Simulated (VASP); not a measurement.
Input of a VASP 6.6.1 run:

The input INCAR:

```
  PREC = Accurate
  ENCUT = 520
  EDIFF = 1E-7
  ISMEAR = 0
  SIGMA = 0.15
  LREAL = False
  LASPH = True
  NELM = 80
  ALGO = Normal
  ISIF = 2
  LWAVE = False
  LCHARG = False
  GGA = PS
  NBANDS = 17
```

The input KPOINTS:

```
regular mesh
0
Gamma
  18 18 10
```

Contents of POSCAR:

```
Hf
1.0
    2.7171937456      0.0000000000      0.0000000000
   -1.3585968728      2.3531588107      0.0000000000
    0.0000000000      0.0000000000      5.0578000000
Hf
2
Direct
    0.3333333333      0.6666666667      0.2500000000
    0.6666666667      0.3333333333      0.7500000000
```

Potentials or basis: VASP PAW PBE potentials, release 64 (Hf_pv).

The run is started by

```sh
$ cat potpaw_PBE.64/Hf_pv/POTCAR > POTCAR
$ mpirun -np 1 vasp_std > vasp.out
```

(1) What does it give for the band gap on the k mesh?

(2) What does it give for the pressure?

## Answers

(1) zero (bands 10 and 11 overlap by 1.32 eV).

(2) 50.1 GPa.

Caveat: the cell differs from its parent crystal (strain -0.1500 x Voigt [1, 1, 0, 0, 0, 0]); the cell stands under pressure; the PAW data sets were made with another functional, which shifts forces and pressure a little; spin-orbit coupling is left out, which moves the levels of the heavy elements.
